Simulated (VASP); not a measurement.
# BN (Fm-3m) in VASP: G0W0 quasiparticle levels with PBE

Aim: the G0W0 quasiparticle levels of BN with PBE.

Everything below comes from runs of VASP 6.6.1. Logs are shortened: lines on timing, memory, paths and dates and some standing lists are left out, and cuts for length are marked.

## 1. The cell of the first run

It takes space group Fm-3m (No. 225, cubic). Conventional cell: a = 3.492 Å, b = 3.492 Å, c = 3.492 Å, α = 90.00°, β = 90.00°, γ = 90.00°. B (site symmetry m-3m) has 6 N at 1.75 Å within 2.3 Å. N (site symmetry m-3m) has 6 B at 1.75 Å within 2.3 Å.

## 2. G0W0 quasiparticle levels, PBE

Contents of POSCAR:

```
BN
1.0
    0.0000000000      1.7458259346      1.7458259346
    1.7458259346      0.0000000000      1.7458259346
    1.7458259346      1.7458259346      0.0000000000
B N
1 1
Direct
    0.0000000000      0.0000000000      0.0000000000
    0.5000000000      0.5000000000      0.5000000000
```

Contents of INCAR.step1:

```
PREC = Accurate ; ENCUT = 500
EDIFF = 1E-8 ; ISMEAR = 0
SIGMA = 0.01 ; LREAL = F
LASPH = T ; NELM = 60
ALGO = Normal ; LWAVE = T
LCHARG = F ; GGA = PE
```

Contents of INCAR.step2:

```
PREC = Accurate ; ENCUT = 500
EDIFF = 1E-8 ; ISMEAR = 0
SIGMA = 0.01 ; LREAL = F
LASPH = T ; NELM = 1
ALGO = Exact ; LWAVE = T
LCHARG = F ; GGA = PE
NBANDS = 34 ; LOPTICS = T
ISTART = 1
```

Contents of INCAR.step3:

```
PREC = Accurate ; ENCUT = 500
EDIFF = 1E-8 ; ISMEAR = 0
SIGMA = 0.01 ; LREAL = F
LASPH = T ; ALGO = EVGW0
LWAVE = F ; LCHARG = F
GGA = PE ; NELMGW = 1
NBANDS = 34 ; ENCUTGW = 60
NOMEGA = 48 ; PRECFOCK = Fast
ISTART = 1 ; NBANDSGW = 12
```

Contents of KPOINTS:

```
regular mesh
0
Gamma
  4 4 4
```

Potentials or basis: VASP PAW PBE potentials, release 64 (B_GW, N_GW).

On the command line:

```console
> cat potpaw_PBE.64/B_GW/POTCAR potpaw_PBE.64/N_GW/POTCAR > POTCAR
> cp INCAR.step1 INCAR
> mpirun -np 1 vasp_std > vasp.out
> cp INCAR.step2 INCAR
> mpirun -np 1 vasp_std > vasp.out
> cp INCAR.step3 INCAR
> mpirun -np 1 vasp_std > vasp.out
```

OUTCAR:

```text
PREC = Accurate
   ENCUT = 500
   EDIFF = 1E-8
   ISMEAR = 0
   LREAL = F
   LASPH = T
   GGA = PE
   NELMGW = 1
   ENCUTGW = 60
   PRECFOCK = Fast
   ISTART = 1

 ion  position               nearest neighbor table
   1  0.000  0.000  0.000-   2 1.75   2 1.75   2 1.75   2 1.75   2 1.75   2 1.75
   2  0.500  0.500  0.500-   1 1.75   1 1.75   1 1.75   1 1.75   1 1.75   1 1.75

  LATTYP: Found a face centered cubic cell.
 ALAT       =     3.4916518692

  Lattice vectors:

 A1 = (   0.0000000000,   1.7458259346,   1.7458259346)
 A2 = (   1.7458259346,   0.0000000000,   1.7458259346)
 A3 = (   1.7458259346,   1.7458259346,   0.0000000000)

Analysis of symmetry for initial positions (statically):
=====================================================================
 Subroutine PRICEL returns:
 Original cell was already a primitive cell.

 Routine SETGRP: Setting up the symmetry group for a
 face centered cubic supercell.

 Subroutine GETGRP returns: Found 48 space group operations
 (whereof 48 operations were pure point group operations)
 out of a pool of 48 trial point group operations.

The static configuration has the point symmetry O_h .

Analysis of symmetry for dynamics (positions and initial velocities):
=====================================================================
 Subroutine PRICEL returns:
 Original cell was already a primitive cell.

 Routine SETGRP: Setting up the symmetry group for a
 face centered cubic supercell.

 Subroutine GETGRP returns: Found 48 space group operations
 (whereof 48 operations were pure point group operations)
 out of a pool of 48 trial point group operations.

The dynamic configuration has the point symmetry O_h .

 Subroutine INISYM returns: Found 48 space group operations
 (whereof 48 operations are pure point group operations),
 and found     1 'primitive' translations

----------------------------------------------------------------------------------------

                                     Primitive cell

  volume of cell :      10.6422

  direct lattice vectors                    reciprocal lattice vectors
     0.000000000  1.745825935  1.745825935    -0.286397395  0.286397395  0.286397395
     1.745825935  0.000000000  1.745825935     0.286397395 -0.286397395  0.286397395
     1.745825935  1.745825935  0.000000000     0.286397395  0.286397395 -0.286397395

  length of vectors
     2.468970714  2.468970714  2.468970714     0.496054840  0.496054840  0.496054840

  position of ions in fractional coordinates (direct lattice)
     0.000000000  0.000000000  0.000000000
     0.500000000  0.500000000  0.500000000

  ion indices of the primitive-cell ions
   primitive index   ion index
                 1           1
                 2           2

----------------------------------------------------------------------------------------

 KPOINTS: regular mesh

Automatic generation of k-mesh.
 Grid dimensions read from file:
 generate k-points for:    4    4    4

 Generating k-lattice:

  Cartesian coordinates                     Fractional coordinates (reciprocal lattice)
    -0.071599349  0.071599349  0.071599349     0.250000000  0.000000000  0.000000000
     0.071599349 -0.071599349  0.071599349     0.000000000  0.250000000  0.000000000
     0.071599349  0.071599349 -0.071599349     0.000000000  0.000000000  0.250000000

  Length of vectors
     0.124013710  0.124013710  0.124013710

  Shift w.r.t. Gamma in fractional coordinates (k-lattice)
     0.000000000  0.000000000  0.000000000

 Subroutine IBZKPT returns following result:
 ===========================================

 Found      8 irreducible k-points:

 Following reciprocal coordinates:
            Coordinates               Weight
  0.000000  0.000000  0.000000      1.000000
  0.250000  0.000000  0.000000      8.000000
  0.500000  0.000000  0.000000      4.000000
  0.250000  0.250000  0.000000      6.000000
  0.500000  0.250000  0.000000     24.000000
 -0.250000  0.250000  0.000000     12.000000
  0.500000  0.500000  0.000000      3.000000
 -0.250000  0.500000  0.250000      6.000000
   k-points           NKPTS =      8   k-points in BZ     NKDIM =     64   number of bands    NBANDS=     34
   number of dos      NEDOS =    301   number of ions     NIONS =      2
   total plane-waves  NPLWV =   5832
   dimension x,y,z NGX =    18 NGY =   18 NGZ =   18
   dimension x,y,z NGXF=    36 NGYF=   36 NGZF=   36
   ions per type =               1   1
   NGX,Y,Z   is equivalent  to a cutoff of  12.12, 12.12, 12.12 a.u.
   NGXF,Y,Z  is equivalent  to a cutoff of  24.24, 24.24, 24.24 a.u.
 SYSTEM =  unknown system
   PREC   = accura    normal or accurate (medium, high low for compatibility)
   ISTART =      1    job   : 0-new  1-cont  2-samecut
   ICHARG =      0    charge: 1-file 2-atom 10-const
   ISPIN  =      1    spin polarized calculation?
   LNONCOLLINEAR =      F non collinear calculations
   LSORBIT =      F    spin-orbit coupling
   LASPH  =      T    aspherical Exc in radial PAW
   ENCUT  =  500.0 eV  36.75 Ry    6.06 a.u.   4.50  4.50  4.50*2*pi/ulx,y,z
   NELM   =     60;   NELMIN=  2; NELMDL=  0     # of ELM steps
   EDIFF  = 0.1E-07   stopping-criterion for ELM
   LREAL  =      F    real-space projection
   EDIFFG = 0.1E-06   stopping-criterion for IOM
   NSW    =      0    number of steps for IOM
   IBRION =     -1    ionic relax: 0-MD 1-quasi-New 2-CG
   NFREE  =      0    steps in history (QN), initial steepest desc. (CG)
   ISIF   =      0    stress and relaxation
   ISYM   =      3    0-nonsym 1-usesym 2-fastsym
   POTIM  = 0.5000    time-step for ionic-motion
   TEBEG  =    0.0;   TEEND  =   0.0 temperature during run
   PSTRESS=    0.0 pullay stress
   NELECT =       8.0000    total number of electrons
   NUPDOWN=      -1.0000    fix difference up-down
   EMIN   =  10.00;   EMAX   =-10.00  energy-range for DOS
   EFERMI =   0.00;   METHOD = LEGACY
   ISMEAR =     0;   SIGMA  =   0.01  broadening in eV -4-tet -1-fermi 0-gaus
   EFERMI_NEDOS =   21; number of points for ismear=-14 and -15
   IALGO  =     38    algorithm
   IMIX   =      4    mixing-type and parameters
     AMIX     =   0.40;   BMIX     =  1.00
     AMIX_MAG =   1.60;   BMIX_MAG =  1.00
  volume/ion in A,a.u.               =       5.32        35.91
  Fermi-wavevector in a.u.,A,eV,Ry     =   1.488540  2.812933 30.147133  2.215752
  Thomas-Fermi vector in A             =   2.601562
   LORBIT       =      0    0 simple, 1 ext, 2 COOP (PROOUT), +10 PAW based schemes
   GGA     = PE    functional components
   LHFCALC =     T    Hartree Fock is set to
   PRECFOCK=fast      Normal, Fast or Accurate (Low or Medium for compatibility)
   ENCUT4O =  -1.0   cutoff for four orbital integrals eV
   NKREDX  =     1    reduce k-point grid by
   NKREDY  =     1    reduce k-point grid by
   NKREDZ  =     1    reduce k-point grid by
   AEXX    =    1.0000 exact exchange contribution
   HFSCREEN=    0.0000 screening length (either q_TF or 0.3 A-1)
   HFSCREENC=   0.0000 screening length for correlation (either q_TF or 0.3 A-1)
   ENCUTFOCK=  -1.0 apply spherical cutoff to Coloumb kernel
   IVDW    =     0    specifies the selected vdW correction
   LEPSILON=     F    determine dielectric tensor
   LRPA    =     F    only Hartree local field effects (RPA)
   LRPAFORCE           =     F    calculate RPA forces
   ENCUTGW             =  60.0    cutoff for response function in eV
   ENCUTGWSOFT         =  48.0    soft cutoff for Coulomb kernel in GW response function in eV
   ENCUTLF             =  -1.0    cutoff for local field effects
   NELMGW              =     1    number of iterations in solving QP/BSE equation
   NELMHF              =     1    number of iterations in the inner HF iteration
   NKREDLFX            =     1    NKREDLFY  =   1   NKREDLFZ  =   1
 non-spin polarized calculation
 Gauss-broadening in eV      SIGMA  =   0.01
  energy-cutoff  :      500.00
  volume of cell :       10.64
 maximum number of plane-waves:       290
 NGX is ok and might be reduce to    18
  NGX = 10; NGY = 10; NGZ = 10
   NGX =  9   NGY =  9   NGZ =  9
 maximum number of plane-waves:        15
 NGX is ok and might be reduce to    10

 QP shifts <psi_nk| G(iteration)W_0 |psi_nk>: iteration 1
 for sc-GW calculations column KS-energies equals QP-energies in previous step
 and V_xc(KS)=  KS-energies - (<T + V_ion + V_H > + <T+V_H+V_ion>^1  + <V_x>^1)

 k-point   1 :       0.0000    0.0000    0.0000
  band No.  KS-energies  QP-energies   sigma(KS)   V_xc(KS)     V^pw_x(r,r')   Z            occupation Imag(sigma)

      1     -12.0042     -13.1118     -16.8018     -15.3502     -26.4164       0.7630       2.0000       1.9526
      2       9.6514       9.8618     -17.3803     -17.6420     -21.1543       0.8041       2.0000       0.1570
      3       9.6514       9.8618     -17.3803     -17.6420     -21.1543       0.8041       2.0000       0.1570
      4       9.6514       9.8618     -17.3803     -17.6420     -21.1543       0.8041       2.0000       0.1570
      5      19.7387      20.7892     -15.6432     -16.9702      -9.3787       0.7917       0.0000      -0.2897
      6      22.5566      23.9879     -12.9453     -14.7996      -5.6215       0.7719       0.0000      -0.4414
      7      22.5566      23.9879     -12.9453     -14.7996      -5.6215       0.7719       0.0000      -0.4414
      8      22.5566      23.9879     -12.9453     -14.7996      -5.6215       0.7719       0.0000      -0.4414
      9      29.0732      29.8674     -11.9451     -12.8976      -5.8828       0.8338       0.0000      -0.3637
     10      29.0732      29.8674     -11.9451     -12.8976      -5.8828       0.8338       0.0000      -0.3637
     11      29.0732      29.8674     -11.9451     -12.8976      -5.8828       0.8338       0.0000      -0.3637
     12      34.6869      35.1386     -10.3248     -10.8823      -2.9573       0.8102       0.0000      -0.6376

 k-point   2 :       0.2500    0.0000    0.0000
  band No.  KS-energies  QP-energies   sigma(KS)   V_xc(KS)     V^pw_x(r,r')   Z            occupation Imag(sigma)
[... 97 lines left out ...]
      1      -3.7816      -4.6582     -18.7407     -17.6052     -26.6068       0.7719       2.0000       0.9021
      2       0.9920       0.6233     -15.4964     -15.0197     -20.9072       0.7736       2.0000       0.4249
      3       0.9920       0.6233     -15.4964     -15.0197     -20.9072       0.7736       2.0000       0.4249
      4       3.5226       3.1711     -15.7173     -15.2706     -20.1867       0.7869       2.0000       0.2766
      5      17.6664      18.9246     -15.0817     -16.6558     -10.0108       0.7993       0.0000      -0.2082
      6      18.2773      19.4150     -12.8613     -14.2934      -6.7515       0.7944       0.0000      -0.2364
      7      24.9517      26.6958     -14.7838     -17.0250      -7.8965       0.7782       0.0000      -0.4228
      8      24.9517      26.6958     -14.7838     -17.0250      -7.8965       0.7782       0.0000      -0.4228
      9      30.2690      31.2098     -11.6205     -12.7861      -4.2790       0.8072       0.0000      -0.7310
     10      30.2690      31.2098     -11.6205     -12.7861      -4.2790       0.8072       0.0000      -0.7310
     11      50.0216      52.3872     -12.4093     -14.9904      -4.8522       0.9165       0.0000      -2.6562
     12      51.0489      52.7538     -11.2143     -13.2375      -3.2049       0.8427       0.0000      -2.0700
```

Run time: 17 s. Hardware: 1 thread of Intel Xeon 8259CL, shared host; peak memory 0.13 GiB.

Results:

```yaml
Band_gap_on_the_k_mesh_mean-field_level: 1.80 eV, indirect (least direct gap 5.75 eV)
Quasiparticle_gap: 2.13 eV
Least_direct_quasiparticle_gap: 6.52 eV
```

Caveat: the k points lie up to 0.78 Å⁻¹ apart; bands, screening cutoff and mesh are small and nothing is extrapolated, so the quasiparticle values aren't converged.
